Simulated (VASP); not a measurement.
Write the native input for VASP 6.6.1 that does the following.

| Quantity | Value |
| --- | --- |
| Task | single point |
| Functional | PBEsol |
| Potentials or basis | VASP PAW PBE potentials, release 64 (Y_sv, Ge_d) |
| Cutoff | 520 eV |
| k mesh | 14 × 14 × 14 |
| Occupations | gaussian, width 0.1 eV |
| Spin | no spin polarisation |
| Dipole correction | no |
| Further INCAR settings | ALGO = Fast; EDIFF = 1e-06; NBANDS = 32 |

The structure of Y3Ge lies in POSCAR:

```
Y3Ge
1.0
   -2.2977532271      2.2977532271      5.1667389668
    2.2977532271     -2.2977532271      5.1667389668
    2.2977532271      2.2977532271     -5.1667389668
Y Ge
3 1
Direct
    0.7500000000      0.2500000000      0.5000000000
    0.2500000000      0.7500000000      0.5000000000
    0.5000000000      0.5000000000      0.0000000000
    0.0000000000      0.0000000000      0.0000000000
```

This cell differs from its parent crystal: Sn replaced by Ge, lengths x 0.984, strained.

One way to write it, as run:

INCAR

```
SYSTEM = Y3Ge
PREC = Accurate ; ENCUT = 520
EDIFF = 1E-6 ; ISMEAR = 0
SIGMA = 0.1 ; LREAL = .False.
LASPH = .True. ; NELM = 60
ALGO = Fast ; ISIF = 2
LWAVE = .False. ; LCHARG = .False.
GGA = PS ; NBANDS = 32
```

KPOINTS

```
Automatic mesh
0
Gamma
  14 14 14
  0 0 0
```

Potentials or basis: VASP PAW PBE potentials, release 64 (Y_sv, Ge_d).

Run with:

```console
$ cat potpaw_PBE.64/Y_sv/POTCAR potpaw_PBE.64/Ge_d/POTCAR > POTCAR
$ mpirun -np 1 vasp_std > vasp.out
```

Results of the run:

- Pressure: -4.0 GPa
- Band gap on the k mesh: zero (an odd number of electrons rules out a gap without spin polarisation)

Caveat: the cell differs from its parent crystal (Sn replaced by Ge, lengths x 0.984, strained); the cell stands under tension; the PAW data sets were made with another functional, which shifts forces and pressure a little.

Wall time 70 min on 1 thread of Intel(R) Xeon(R) Platinum 8124M CPU @ 3.00GHz (Skylake/Cascade Lake) (shared host), peak memory 0.94 GiB.
